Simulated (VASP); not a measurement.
# As (R-3m) in VASP: notebook

Aim: see how the results for As move with the level of theory and the settings. Levels: LDA, PBEsol. Tasks: single point.

All numbers are computed with VASP 6.6.1; they aren't measurements. Logs are shortened: lines on timing, memory, paths and dates and some standing lists are left out, and cuts for length are marked.

## 1. The cell of the first run

It takes space group R-3m (No. 166, trigonal). Conventional cell: a = 3.762 Å, b = 3.762 Å, c = 10.542 Å, α = 90.00°, β = 90.00°, γ = 120.00°. Within 3.3 Å of As (site symmetry 3m) lie 6 As at 2.51 to 3.14 Å.

## 2. Single point, LDA

INCAR reads:

```
SYSTEM = As
ALGO = Normal ; EDIFF = 1E-7
ENCUT = 520 ; GGA = CA
ISIF = 2 ; ISMEAR = -1
LASPH = .TRUE. ; LCHARG = .FALSE.
LREAL = .FALSE. ; LWAVE = .FALSE.
NBANDS = 12 ; NELM = 60
PREC = Accurate ; SIGMA = 0.05
```

KPOINTS reads:

```
k-points
0
G
  9 9 9
  0 0 0
```

POSCAR reads:

```
As
1.0
    1.8807968987      1.0858785957      3.5140619945
   -1.8807968987      1.0858785957      3.5140619945
    0.0000000000     -2.1717571915      3.5140619945
As
2
Direct
    0.2260000000      0.2260000000      0.2260000000
    0.7740000000      0.7740000000      0.7740000000
```

Potentials or basis: VASP PAW LDA potentials, release 64 (As).

On the command line:

```sh
$ cat potpaw_LDA.64/As/POTCAR > POTCAR
$ mpirun -np 1 vasp_std > vasp.out
```

OUTCAR:

```text
SYSTEM = As
   EDIFF = 1E-7
   ENCUT = 520
   GGA = CA
   ISIF = 2
   ISMEAR = -1
   LASPH = .TRUE.
   LREAL = .FALSE.
   NELM = 60
   PREC = Accurate

 ion  position               nearest neighbor table
   1  0.226  0.226  0.226-   2 2.51   2 2.51   2 2.51
   2  0.774  0.774  0.774-   1 2.51   1 2.51   1 2.51

  LATTYP: Found a trigonal (rhomboedric) cell.
 ALAT       =     4.1310000000
 COS(alpha) =     0.5854247172

  Lattice vectors:

 A1 = (   1.8807968987,   1.0858785957,   3.5140619945)
 A2 = (  -1.8807968987,   1.0858785957,   3.5140619945)
 A3 = (   0.0000000000,  -2.1717571915,   3.5140619945)

Analysis of symmetry for initial positions (statically):
=====================================================================
 Subroutine PRICEL returns:
 Original cell was already a primitive cell.

 Routine SETGRP: Setting up the symmetry group for a
 trigonal (rhombohedral) supercell.

 Subroutine GETGRP returns: Found 12 space group operations
 (whereof 12 operations were pure point group operations)
 out of a pool of 12 trial point group operations.

The static configuration has the point symmetry D_3d.

Analysis of symmetry for dynamics (positions and initial velocities):
=====================================================================
 Subroutine PRICEL returns:
 Original cell was already a primitive cell.

 Routine SETGRP: Setting up the symmetry group for a
 trigonal (rhombohedral) supercell.

 Subroutine GETGRP returns: Found 12 space group operations
 (whereof 12 operations were pure point group operations)
 out of a pool of 12 trial point group operations.

The dynamic configuration has the point symmetry D_3d.

 Subroutine INISYM returns: Found 12 space group operations
 (whereof 12 operations are pure point group operations),
 and found     1 'primitive' translations

----------------------------------------------------------------------------------------

                                     Primitive cell

  volume of cell :      43.0610

  direct lattice vectors                    reciprocal lattice vectors
     1.880796899  1.085878596  3.514061995     0.265844760  0.153485544  0.094856987
    -1.880796899  1.085878596  3.514061995    -0.265844760  0.153485544  0.094856987
     0.000000000 -2.171757191  3.514061995     0.000000000 -0.306971087  0.094856987

  length of vectors
     4.131000000  4.131000000  4.131000000     0.321292852  0.321292852  0.321292852

  position of ions in fractional coordinates (direct lattice)
     0.226000000  0.226000000  0.226000000
[... 81 lines left out ...]
   NSW    =      0    number of steps for IOM
   IBRION =     -1    ionic relax: 0-MD 1-quasi-New 2-CG
   NFREE  =      0    steps in history (QN), initial steepest desc. (CG)
   ISIF   =      2    stress and relaxation
   ISYM   =      2    0-nonsym 1-usesym 2-fastsym
   POTIM  = 0.5000    time-step for ionic-motion
   TEBEG  =    0.0;   TEEND  =   0.0 temperature during run
   PSTRESS=    0.0 pullay stress
   NELECT =      10.0000    total number of electrons
   NUPDOWN=      -1.0000    fix difference up-down
   EMIN   =  10.00;   EMAX   =-10.00  energy-range for DOS
   EFERMI =   0.00;   METHOD = LEGACY
   ISMEAR =    -1;   SIGMA  =   0.05  broadening in eV -4-tet -1-fermi 0-gaus
   EFERMI_NEDOS =   21; number of points for ismear=-14 and -15
   IALGO  =     38    algorithm
   IMIX   =      4    mixing-type and parameters
     AMIX     =   0.40;   BMIX     =  1.00
     AMIX_MAG =   1.60;   BMIX_MAG =  1.00
  volume/ion in A,a.u.               =      21.53       145.29
  Fermi-wavevector in a.u.,A,eV,Ry     =   1.006268  1.901570 13.776916  1.012575
  Thomas-Fermi vector in A             =   2.138999
   LORBIT       =      0    0 simple, 1 ext, 2 COOP (PROOUT), +10 PAW based schemes
   GGA     = CA    functional components
   LHFCALC =     F    Hartree Fock is set to
   AEXX    =    0.0000 exact exchange contribution
   IVDW    =     0    specifies the selected vdW correction
   LEPSILON=     F    determine dielectric tensor
   LRPA    =     F    only Hartree local field effects (RPA)
 non-spin polarized calculation
  energy-cutoff  :      520.00
  volume of cell :       43.06
 maximum number of plane-waves:      1171
   NGX = 15   NGY = 15   NGZ = 15

 number of electron      10.0000000 magnetization

 Free energy of the ion-electron system (eV)
  ---------------------------------------------------
  ext. energy  EPLUGINS =         0.00000000
  ---------------------------------------------------
  free energy    TOTEN  =       -10.76591669 eV

  energy without entropy =      -10.76437476  energy(sigma->0) =      -10.76514573

 E-fermi :   5.4042     XC(G=0): -10.1560

 val. band max:        5.3419854484   @ k =   0.3333   0.2222   0.2222
 cond. band min:       5.4215820562   @ k =   0.4444   0.3333   0.3333
 fundamental gap:      0.0795966078
 Fermi energy:         5.4042253392

 k-point     1 :       0.0000    0.0000    0.0000
  band No.  band energies     occupation
      1      -9.6345      2.00000
      2      -0.4178      2.00000
      3       2.9663      2.00000
      4       3.4119      2.00000
      5       3.4119      2.00000
      6       6.9974      0.00000
      7       8.3119      0.00000
      8       8.3119      0.00000
      9      12.3266      0.00000
     10      12.3266      0.00000
     11      12.8187      0.00000
     12      14.2385      0.00000
[... 331 lines left out ...]
 k-point    24 :       0.4444    0.4444   -0.0000
  band No.  band energies     occupation
      1      -7.0576      2.00000
      2      -4.1635      2.00000
      3      -0.4010      2.00000
      4       1.3510      2.00000
      5       1.3558      2.00000
      6       6.8720      0.00000
      7      10.7758      0.00000
      8      12.1397      0.00000
      9      12.2256      0.00000
     10      15.9477      0.00000
     11      16.8123      0.00000
     12      18.1554      0.00000

 [... further k-points ...]
[... 5 lines left out ...]
  --------------------------------------------------------------------------------------
  -------------------------------------------------------------------------------------
  Total       -0.1920157     -0.1920157     -0.3770238      0.0000000      0.0000000      0.0000000
  in kB       -7.1443623     -7.1443623    -14.0279905      0.0000000      0.0000000      0.0000000
  external PRESSURE =      -9.4389050 kB  Pullay stress =       0.0000000 kB

 VOLUME and BASIS-vectors are now :
 -----------------------------------------------------------------------------
  energy-cutoff  :      520.00
  volume of cell :       43.06
      direct lattice vectors                 reciprocal lattice vectors
     1.880796899  1.085878596  3.514061995     0.265844760  0.153485544  0.094856987
    -1.880796899  1.085878596  3.514061995    -0.265844760  0.153485544  0.094856987
     0.000000000 -2.171757191  3.514061995     0.000000000 -0.306971087  0.094856987

 POSITION                                       TOTAL-FORCE (eV/Angst)
 -----------------------------------------------------------------------------------
      0.00000     -0.00000      2.38253         0.000000     -0.000000      0.333132
      0.00000     -0.00000      8.15965         0.000000      0.000000     -0.333132
 -----------------------------------------------------------------------------------
    total drift:                               -0.000000     -0.000000      0.000000

  FREE ENERGIE OF THE ION-ELECTRON SYSTEM (eV)
  ---------------------------------------------------
  free  energy   TOTEN  =       -10.7659166921 eV

  energy  without entropy=      -10.7643747623  energy(sigma->0) =      -10.76514573
```

OSZICAR:

```text
N       E                     dE             d eps       ncg     rms          rms(c)
DAV:   1     0.278144310843E+02    0.27814E+02   -0.42233E+03  2048   0.697E+02
DAV:   2    -0.916581095780E+01   -0.36980E+02   -0.35312E+02  2732   0.110E+02
DAV:   3    -0.108078997118E+02   -0.16421E+01   -0.16322E+01  2616   0.242E+01
DAV:   4    -0.108164746948E+02   -0.85750E-02   -0.85744E-02  2260   0.197E+00
DAV:   5    -0.108164977388E+02   -0.23044E-04   -0.23044E-04  2588   0.111E-01    0.362E+00
DAV:   6    -0.107828032420E+02    0.33694E-01   -0.10258E-02  2272   0.514E-01    0.214E+00
DAV:   7    -0.107659613756E+02    0.16842E-01   -0.19231E-02  2256   0.723E-01    0.746E-02
DAV:   8    -0.107659121669E+02    0.49209E-04   -0.62994E-04  2428   0.155E-01    0.247E-02
DAV:   9    -0.107659167321E+02   -0.45652E-05   -0.36502E-05  2404   0.337E-02    0.111E-02
DAV:  10    -0.107659165633E+02    0.16884E-06   -0.16304E-06  2424   0.700E-03    0.327E-03
DAV:  11    -0.107659167001E+02   -0.13687E-06   -0.16721E-07  2156   0.260E-03    0.720E-04
DAV:  12    -0.107659166921E+02    0.80508E-08   -0.27269E-08  1228   0.810E-04
   1 F= -.10765917E+02 E0= -.10765146E+02  d E =-.154193E-02
```

Run time: 19 s. Hardware: 1 thread of AMD EPYC 9R45 (Zen 5), shared host; peak memory 0.14 GiB.

Results:

```yaml
Free_energy: -10.7659 eV
Pressure: -0.9 GPa
Largest_force: 0.333 eV/Å
Band_gap_on_the_k_mesh: zero (band 5 reaches 5.42 eV, above the bottom of band 6 at 5.33 eV)
```

Forces in eV/Å, atoms in the order of the input:
```
As   0.000  0.000  0.333
As   0.000  0.000 -0.333
```

Levels at points of the mesh, in eV from the Fermi level:
| k point | band 2 | band 3 | band 4 | band 5 | band 6 | band 7 | band 8 | band 9 |
| --- | --- | --- | --- | --- | --- | --- | --- | --- |
| (0.00, 0.00, 0.00) | -5.82 | -2.44 | -1.99 | -1.99 | 1.59 | 2.91 | 2.91 | 6.92 |

## 3. Single point, LDA

This run uses another cell than the first one, of 21.96 Å³/atom, 1.020 times its volume.

INCAR reads:

```
ALGO     = Normal         # electronic algorithm
EDIFF    = 1E-7           # SCF threshold, eV
ENCUT    = 520            # plane-wave cutoff, eV
ISIF     = 2              # what is computed and relaxed
ISMEAR   = -1             # smearing method
LASPH    = T              # aspherical terms in the spheres
LCHARG   = F              # write CHGCAR
LREAL    = F              # projectors in reciprocal space
LWAVE    = F              # write WAVECAR
NBANDS   = 12             # bands
NELM     = 80             # most SCF steps
PREC     = Accurate       # precision mode
SIGMA    = 0.05           # smearing width, eV
```

KPOINTS reads:

```
k-points
0
Gamma
  9 9 9
```

POSCAR reads:

```
As
1.0
    1.8932528703      1.0930700543      3.5373346065
   -1.8932528703      1.0930700543      3.5373346065
    0.0000000000     -2.1861401086      3.5373346065
As
2
Direct
    0.2260000000      0.2260000000      0.2260000000
    0.7740000000      0.7740000000      0.7740000000
```

Potentials or basis: VASP PAW LDA potentials, release 64 (As).

On the command line:

```sh
$ cat potpaw_LDA.64/As/POTCAR > POTCAR
$ mpirun -np 1 vasp_std > vasp.out
```

It took 18 s on 1 thread of AMD EPYC 9R45 (Zen 5), shared host; peak memory 0.14 GiB.

It converged, with:

```
Free energy            : -10.7569 eV
Pressure               : -2.4 GPa
Largest force          : 0.200 eV/Å
Band gap on the k mesh : zero (band 5 reaches 5.18 eV, above the bottom of band 6 at 5.09 eV)
```

Forces in eV/Å, atoms in the order of the input:
```
As   0.000  0.000  0.200
As   0.000  0.000 -0.200
```

Stress tensor (GPa, compression positive):
```
-2.36  0.00  0.00
 0.00 -2.36  0.00
 0.00  0.00 -2.50
```

Levels at points of the mesh, in eV from the Fermi level:
```tsv
k point	band 2	band 3	band 4	band 5	band 6	band 7	band 8	band 9
(0.00, 0.00, 0.00)	-5.90	-2.35	-1.93	-1.93	1.61	2.90	2.90	6.95
```

[end of part 1 of 2]
